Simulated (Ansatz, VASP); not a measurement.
Two plane-wave programs on CoSi

Contents of INCAR:

```
PREC = Accurate
ENCUT = 600
EDIFF = 1E-6
ISMEAR = -1
SIGMA = 0.05
LREAL = False
LASPH = True
NELM = 120
ALGO = Normal
ISIF = 2
LWAVE = False
LCHARG = False
GGA = PE
NBANDS = 14
GGA_COMPAT = False
```

The input KPOINTS:

```
regular mesh
0
Gamma
  16 16 14
```

File POSCAR:

```
CoSi
1.0
    2.9181110817      0.0000000000      0.0000000000
   -1.4590555409      2.5271583278      0.0000000000
    0.0000000000      0.0000000000      2.4397956994
Co Si
1 1
Direct
    0.0000000000      0.0000000000      0.0000000000
    0.3333333333      0.6666666667      0.5000000000
```

Input for Ansatz:

```yaml
crystal:
  lattice:
    - [2.9181110817, 0.0, 0.0]
    - [-1.4590555409, 2.5271583278, 0.0]
    - [0.0, 0.0, 2.4397956994]
  atoms:
    - { symbol: Co, position: [0.0, 0.0, 0.0] }
    - { symbol: Si, position: [0.3333333333, 0.6666666667, 0.5] }
kpoints:
  mp_grid: { grid: [16, 16, 14] }
scf:
  occupations: { method: fermi_dirac, width: 0.05 }
hamiltonian:
  xc: pbe
  pseudopotentials: { kind: nc }
output:
  forces: true
  stress: true
  eigenvalues: true
```

Change from the starting cell: volume scaled by 0.72, norm-conserving files.

Alike in both runs: task single point; functional PBE; k mesh 16 × 16 × 14; occupations fermi-dirac, width 0.05 eV; no spin polarisation.

```csv
,VASP,Ansatz
version,VASP 6.6.1,Ansatz 0.2.0
potentials or method,"VASP PAW PBE potentials, release 64 (Co, Si)","norm-conserving pseudopotentials, scalar-relativistic"
plane-wave cutoff (eV),600,1306
valence electrons in the cell,13,21
```

|  | VASP | Ansatz | Ansatz less VASP |
| --- | --- | --- | --- |
| pressure (GPa) | 114.2 | 113.2 | -1.06 |
| traceless stress, the component that is largest in VASP (GPa) | 0.09 | 0.25 | +0.161 |

Both programs put the cell under a high pressure, so it lies far from rest at this level. VASP's potentials hold 13 valence electrons a cell and Ansatz's 21, so a difference there can come from the potentials and not from the codes.

Noted on VASP's run: the cell as given lies far from equilibrium.
